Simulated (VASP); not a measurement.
Input of a VASP 6.6.1 run:

File INCAR:

```
PREC = Accurate
ENCUT = 520
EDIFF = 1E-7
ISMEAR = 0
SIGMA = 0.1
LREAL = Auto
LASPH = T
NELM = 60
ALGO = Normal
ISIF = 2
LWAVE = F
LCHARG = F
LDIPOL = T
IDIPOL = 3
DIPOL = 0.5 0.5 0.309
GGA = PE
NBANDS = 36
```

File KPOINTS:

```
regular mesh
0
Gamma
  6 6 1
```

The input POSCAR:

```
Be16CO
1.0
    4.5254381410      0.0000000000      0.0000000000
   -2.2627190705      3.9191443934      0.0000000000
    0.0000000000      0.0000000000     23.4761687145
Be C O
16 1 1
Direct
    0.3333333333      0.1666666667      0.1703855535
    0.3333333333      0.6666666667      0.1703855535
    0.8333333333      0.1666666667      0.1703855535
    0.8333333333      0.6666666667      0.1703855535
    0.1666666667      0.3333333333      0.2463521558
    0.1666666667      0.8333333333      0.2463521558
    0.6666666667      0.3333333333      0.2463521558
    0.6666666667      0.8333333333      0.2463521558
    0.3333333333      0.1666666667      0.3241941575
    0.3333333333      0.6666666667      0.3241941575
    0.8333333333      0.1666666667      0.3241941575
    0.8333333333      0.6666666667      0.3241941575
    0.1666666667      0.3333333333      0.4036505628
    0.1666666667      0.8333333333      0.4036505628
    0.6666666667      0.3333333333      0.4036505628
    0.6666666667      0.8333333333      0.4036505628
    0.1666666667      0.3333333333      0.4828798452
    0.3096154644      0.1903845356      0.4956685628
```

Potentials or basis: VASP PAW PBE potentials, release 64 (Be, C, O).

The run is started by

```console
$ cat potpaw_PBE.64/Be/POTCAR potpaw_PBE.64/C/POTCAR potpaw_PBE.64/O/POTCAR > POTCAR
$ mpirun -np 1 vasp_std > vasp.out
```

Question: What does it give for the largest force?

Answer: 2.228 eV/Å.

Question: Estimate the band gap on the k mesh.

Answer: Zero (band 21 reaches -0.54 eV, above the bottom of band 22 at -1.88 eV).

Forces in eV/Å, atoms in the order of the input:
```
Be  -0.056  0.032 -0.153
Be  -0.030 -0.082 -0.207
Be   0.056  0.067 -0.207
Be   0.017 -0.010 -0.180
Be  -0.023  0.013  0.474
Be  -0.023 -0.054  0.281
Be   0.036  0.047  0.281
Be   0.043 -0.025  0.095
Be   0.114 -0.066  0.227
Be  -0.035  0.123 -0.021
Be  -0.124 -0.031 -0.021
Be   0.007 -0.004 -0.210
Be  -0.534  0.308 -0.697
Be   0.045 -0.200 -0.799
Be   0.196  0.061 -0.799
Be  -0.006  0.004 -0.551
C   -0.604  0.349  0.528
O    0.920 -0.531  1.958
```
